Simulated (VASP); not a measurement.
# TaN in VASP: a series of runs, part 2 of 2

VASP 6.6.1.

### Step 5. Single point, PBEsol, collinear spin

The input, INCAR:

```
SYSTEM = TaN
PREC = Accurate
ENCUT = 600
EDIFF = 1E-6
ISMEAR = 0
SIGMA = 0.1
LREAL = .False.
LASPH = .True.
NELM = 200
ALGO = Normal
ISIF = 2
LWAVE = .False.
LCHARG = .False.
ISPIN = 2
MAGMOM = 1 1 1 0 0 0
LORBIT = 11
LMAXMIX = 4
GGA = PS
NBANDS = 37
GGA_COMPAT = .False.
```

The input, KPOINTS:

```
regular mesh
0
Gamma
  6 6 6
  0 0 0
```

The input, POSCAR:

```
TaN
1.0
    5.1960008669      0.0000000000      0.0000000000
   -2.5980004334      4.4998687488      0.0000000000
    0.0000000000      0.0000000000      2.9110000000
Ta N
3 3
Direct
    0.3333333333      0.6666666667      0.5000000000
    0.6666666667      0.3333333333      0.5000000000
    0.0000000000      0.0000000000      0.0000000000
    0.3928500000      0.0000000000      0.0000000000
    0.6071500000      0.6071500000      0.0000000000
    0.0000000000      0.3928500000      0.0000000000
```

Potentials or basis: VASP PAW PBE potentials, release 64 (Ta_pv, N).

Launch:

```console
$ cat potpaw_PBE.64/Ta_pv/POTCAR potpaw_PBE.64/N/POTCAR > POTCAR
$ mpirun -np 1 vasp_std > vasp.out
```

OUTCAR:

```text
SYSTEM = TaN
   PREC = Accurate
   ENCUT = 600
   EDIFF = 1E-6
   ISMEAR = 0
   LREAL = .False.
   LASPH = .True.
   NELM = 200
   ISIF = 2
   ISPIN = 2
   LORBIT = 11
   GGA = PS

 ion  position               nearest neighbor table
   1  0.333  0.667  0.500-   4 2.16   4 2.16   6 2.16   6 2.16   5 2.16   5 2.16   2 3.00   2 3.00
                             2 3.00   3 3.33   3 3.33   3 3.33   3 3.33   3 3.33   3 3.33
   2  0.667  0.333  0.500-   6 2.16   6 2.16   4 2.16   4 2.16   5 2.16   5 2.16   1 3.00   1 3.00
                             1 3.00   3 3.33   3 3.33   3 3.33   3 3.33   3 3.33   3 3.33
   3  0.000  0.000  0.000-   6 2.04   4 2.04   5 2.04   2 3.33   1 3.33   1 3.33   2 3.33   1 3.33
                             1 3.33   2 3.33   2 3.33   2 3.33   2 3.33   1 3.33   1 3.33
   4  0.393  0.000  0.000-   3 2.04   1 2.16   1 2.16   2 2.16   2 2.16
   5  0.607  0.607  0.000-   3 2.04   2 2.16   2 2.16   1 2.16   1 2.16
   6  0.000  0.393  0.000-   3 2.04   2 2.16   2 2.16   1 2.16   1 2.16

  LATTYP: Found a hexagonal cell.
 ALAT       =     5.1960008669
 C/A-ratio  =     0.5602385516

  Lattice vectors:

 A1 = (   5.1960008669,   0.0000000000,   0.0000000000)
 A2 = (  -2.5980004334,   4.4998687488,   0.0000000000)
 A3 = (   0.0000000000,   0.0000000000,   2.9110000000)

Analysis of symmetry for initial positions (statically):
=====================================================================
 Subroutine PRICEL returns:
 Original cell was already a primitive cell.

 Routine SETGRP: Setting up the symmetry group for a
 hexagonal supercell.

 Subroutine GETGRP returns: Found 12 space group operations
 (whereof 12 operations were pure point group operations)
 out of a pool of 24 trial point group operations.

The static configuration has the point symmetry D_3h.

Analysis of symmetry for dynamics (positions and initial velocities):
=====================================================================
 Subroutine PRICEL returns:
 Original cell was already a primitive cell.

 Routine SETGRP: Setting up the symmetry group for a
 hexagonal supercell.

 Subroutine GETGRP returns: Found 12 space group operations
 (whereof 12 operations were pure point group operations)
 out of a pool of 24 trial point group operations.

[... 1116 lines left out ...]
     36      14.5217      0.00000

 [... further k-points ...]

 spin component 2

 k-point     1 :       0.0000    0.0000    0.0000
  band No.  band energies     occupation
      1     -28.0003      1.00000
      2     -28.0003      1.00000
      3     -27.6466      1.00000
      4     -27.6466      1.00000
      5     -27.4713      1.00000
      6     -27.3631      1.00000
[... 925 lines left out ...]
     35      14.1112      0.00000
     36      14.5217      0.00000

 [... further k-points ...]

 [bands above 36 left out]

------------------------ aborting loop because EDIFF is reached ----------------------------------------

  FORCE on cell =-STRESS in cart. coord.  units (eV):
  Direction    XX          YY          ZZ          XY          YZ          ZX
  --------------------------------------------------------------------------------------
  -------------------------------------------------------------------------------------
  Total       -0.9337108     -0.9337108     -2.0340304     -0.0000000      0.0000000      0.0000000
  in kB      -21.9791912    -21.9791912    -47.8802888     -0.0000000      0.0000000      0.0000000
  external PRESSURE =     -30.6128904 kB  Pullay stress =       0.0000000 kB

 VOLUME and BASIS-vectors are now :
 -----------------------------------------------------------------------------
  energy-cutoff  :      600.00
  volume of cell :       68.06
      direct lattice vectors                 reciprocal lattice vectors
     5.196000867  0.000000000  0.000000000     0.192455703  0.111114352  0.000000000
    -2.598000433  4.499868749  0.000000000     0.000000000  0.222228704  0.000000000
     0.000000000  0.000000000  2.911000000     0.000000000  0.000000000  0.343524562

 POSITION                                       TOTAL-FORCE (eV/Angst)
 -----------------------------------------------------------------------------------
     -0.00000      2.99991      1.45550        -0.000000      0.000000     -0.000000
      2.59800      1.49996      1.45550        -0.000000     -0.000000     -0.000000
      0.00000      0.00000      0.00000        -0.000000     -0.000000     -0.000000
      2.04125      0.00000      0.00000         0.032780     -0.000000      0.000000
      1.57738      2.73210      0.00000        -0.016390     -0.028389     -0.000000
     -1.02062      1.76777      0.00000        -0.016390      0.028389     -0.000000
 -----------------------------------------------------------------------------------
    total drift:                               -0.000000     -0.000001     -0.000000

  FREE ENERGIE OF THE ION-ELECTRON SYSTEM (eV)
  ---------------------------------------------------
  free  energy   TOTEN  =       -71.4437230118 eV

  energy  without entropy=      -71.4402272465  energy(sigma->0) =      -71.44197513

 total charge

# of ion       s       p       d       tot
------------------------------------------
    1        0.295   6.267   2.394   8.955
    2        0.295   6.267   2.394   8.955
    3        0.335   6.223   2.424   8.982
    4        1.229   2.542   0.000   3.772
    5        1.229   2.542   0.000   3.772
    6        1.229   2.542   0.000   3.772
--------------------------------------------------
tot          4.612  26.384   7.211  38.207

 magnetization (x)

# of ion       s       p       d       tot
------------------------------------------
    1       -0.000  -0.000  -0.000  -0.000
    2       -0.000  -0.000  -0.000  -0.000
    3       -0.000  -0.000  -0.000  -0.000
    4        0.000   0.000   0.000   0.000
    5        0.000   0.000   0.000   0.000
    6        0.000   0.000   0.000   0.000
--------------------------------------------------
tot          0.000   0.000  -0.000  -0.000
```

OSZICAR:

```text
N       E                     dE             d eps       ncg     rms          rms(c)
DAV:   1     0.473474187173E+03    0.47347E+03   -0.27203E+04  4144   0.150E+03
DAV:   2    -0.471103940587E+02   -0.52058E+03   -0.49216E+03  4651   0.448E+02
DAV:   3    -0.797687292942E+02   -0.32658E+02   -0.32007E+02  4959   0.110E+02
DAV:   4    -0.802981105580E+02   -0.52938E+00   -0.52652E+00  5103   0.142E+01
DAV:   5    -0.803042478779E+02   -0.61373E-02   -0.61352E-02  4837   0.140E+00    0.445E+01
DAV:   6    -0.717748347600E+02    0.85294E+01   -0.28577E+01  5048   0.328E+01    0.175E+01
DAV:   7    -0.715515948013E+02    0.22324E+00   -0.16861E+00  4705   0.768E+00    0.117E+01
DAV:   8    -0.714773750584E+02    0.74220E-01   -0.41233E-01  4724   0.358E+00    0.306E+00
DAV:   9    -0.714460784735E+02    0.31297E-01   -0.23584E-02  4913   0.104E+00    0.716E-01
DAV:  10    -0.714439197933E+02    0.21587E-02   -0.10607E-02  4856   0.546E-01    0.252E-01
DAV:  11    -0.714437777257E+02    0.14207E-03   -0.69293E-04  4911   0.196E-01    0.732E-02
DAV:  12    -0.714437812618E+02   -0.35362E-05   -0.88932E-05  4749   0.731E-02    0.303E-02
DAV:  13    -0.714437264480E+02    0.54814E-04   -0.12585E-05  4735   0.287E-02    0.157E-02
DAV:  14    -0.714437231093E+02    0.33387E-05   -0.15910E-06  3111   0.868E-03    0.359E-03
DAV:  15    -0.714437230118E+02    0.97555E-07   -0.26579E-07  2317   0.453E-03
   1 F= -.71443723E+02 E0= -.71441975E+02  d E =-.349577E-02  mag=     0.0000
```

stdout:

```text
POSCAR found type information on POSCAR TaN
 POSCAR found :  2 types and       6 ions
 scaLAPACK will be used
 -----------------------------------------------------------------------------
|                                                                             |
|                                                                             |
|     You enforced a specific xc type in the INCAR file but a different       |
|     I HOPE YOU KNOW WHAT YOU ARE DOING!                                     |
|                                                                             |
 -----------------------------------------------------------------------------

 LDA part: xc-table for (Slater+PW92), standard interpolation
 POSCAR, INCAR and KPOINTS ok, starting setup
 FFT: planning ... GRIDC
 FFT: planning ... GRID_SOFT
 FFT: planning ... GRID
 WAVECAR not read
 entering main loop
```

It took 4.7 min on 1 thread of Oxide Virtual Turin-like, shared host; peak memory 0.27 GiB.

What came out:

- Free energy: -71.4437 eV
- Pressure: -3.1 GPa
- Largest force: 0.033 eV/Å
- Band gap on the k mesh: zero (filled and empty bands overlap)
- Net moment: 0.00 μB per cell
- Valence electrons inside the program's atomic spheres: Ta 8.96, 8.98 (each value once); N 3.77

Forces in eV/Å, atoms in the order of the input:
```
Ta   0.000  0.000  0.000
Ta   0.000  0.000  0.000
Ta   0.000  0.000  0.000
N    0.033  0.000  0.000
N   -0.016 -0.028  0.000
N   -0.016  0.028  0.000
```

Caveat: the cell stands under tension; the PAW data sets were made with another functional, which shifts forces and pressure a little; spin-orbit coupling is left out, which moves the levels of the heavy elements.

### Step 6. The runs side by side

```tsv
spin	cell	k mesh	cutoff (eV)	gap on the mesh (eV)	pressure (GPa)	largest force (eV/Å)
off	a = 5.196, b = 5.196, c = 2.911 Å, angles 90.0, 90.0, 120.0°, 6 atoms, atomic positions A	9 × 9 × 12	520	none	-3.0	0.02
off	a = 5.536, b = 5.536, c = 2.839 Å, angles 90.0, 90.0, 120.0°, 6 atoms, atomic positions B	9 × 9 × 12	520	none	-25.5	0.78
off	a = 5.225, b = 5.225, c = 2.884 Å, angles 90.0, 90.0, 120.0°, 6 atoms, atomic positions C	9 × 9 × 12	520	none	-2.8	3.03
collinear	a = 5.196, b = 5.196, c = 2.911 Å, angles 90.0, 90.0, 120.0°, 6 atoms, atomic positions A	6 × 6 × 6	600	none	-3.1	0.03
```

Alike in all rows: task single point; level PBEsol; potentials or basis VASP PAW PBE potentials, release 64 (Ta_pv, N); smearing gaussian 0.1 eV.

Caveats: the PAW data sets were made with another functional, which shifts forces and pressure a little; spin-orbit coupling is left out, which moves the levels of the heavy elements; the stress differs along the axes, from -37 to -3 GPa (at least some runs); the stress differs along the axes, from -6 to 4 GPa (at least some runs); the cell stands under tension (at least some runs).

Absolute energies hang on the potentials; compare differences alone.
